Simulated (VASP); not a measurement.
Be4Se3:

```
Be Se
1.0
     4.95999    0.00000    0.00000
     0.00000    4.95999    0.00000
     0.00000    0.00000    4.95999
Be Se
4 3
Direct
  0.72378 0.27622 0.27622
  0.27622 0.72378 0.27622
  0.27622 0.27622 0.72378
  0.72378 0.72378 0.72378
  0.00000 0.00000 0.50000
  0.50000 0.00000 0.00000
  0.00000 0.50000 0.00000
```

The cell was built from a structure type or drawn by symmetry, and may not be a known phase.

```yaml
Program: VASP 6.6.1
Task: relaxation of cell and atoms
Functional: PBE
Potentials_or_basis: VASP PAW PBE potentials, release 64 (Be, Se)
Cutoff: 600 eV
k_mesh: 3 × 3 × 3
Occupations: gaussian, width 0.2 eV
Spin: no spin polarisation
```

At the start: pressure -2.0 GPa; volume 17.43 Å³/atom.

Q: How do energy, volume and symmetry change on relaxing?

A: Over 5 steps the energy falls by 8.8 meV/atom and the volume is 17.27 Å³/atom (-0.9 %); space group P-43m (No. 215, to 0.1 Å) before and after.

Step by step:
| step | energy change (eV) | largest force (eV/Å) | pressure (GPa) | volume (Å³) |
| --- | --- | --- | --- | --- |
| 1 | 0.0000 | 0.4054 | -1.97 | 122.02 |
| 2 | -0.0380 | 0.1580 | 0.69 | 118.28 |
| 3 | -0.0381 | 0.1686 | 0.58 | 118.43 |
| 4 | -0.0464 | 0.1371 | 0.48 | 119.04 |
| 5 | -0.0613 | 0.0448 | 0.18 | 120.87 |

Final structure:
```
CELL_PARAMETERS angstrom
4.94428 0.00000 0.00000
0.00000 4.94428 0.00000
0.00000 0.00000 4.94428
ATOMIC_POSITIONS crystal
Be 0.73082 0.26918 0.26918
Be 0.26918 0.73082 0.26918
Be 0.26918 0.26918 0.73082
Be 0.73082 0.73082 0.73082
Se 0.00000 0.00000 0.50000
Se 0.50000 0.00000 0.00000
Se 0.00000 0.50000 0.00000
```

Caveat: the k points lie up to 0.42 Å⁻¹ apart in the final cell; the relaxation stopped at a loose force limit of 0.08 eV/Å, so its end isn't a converged minimum.
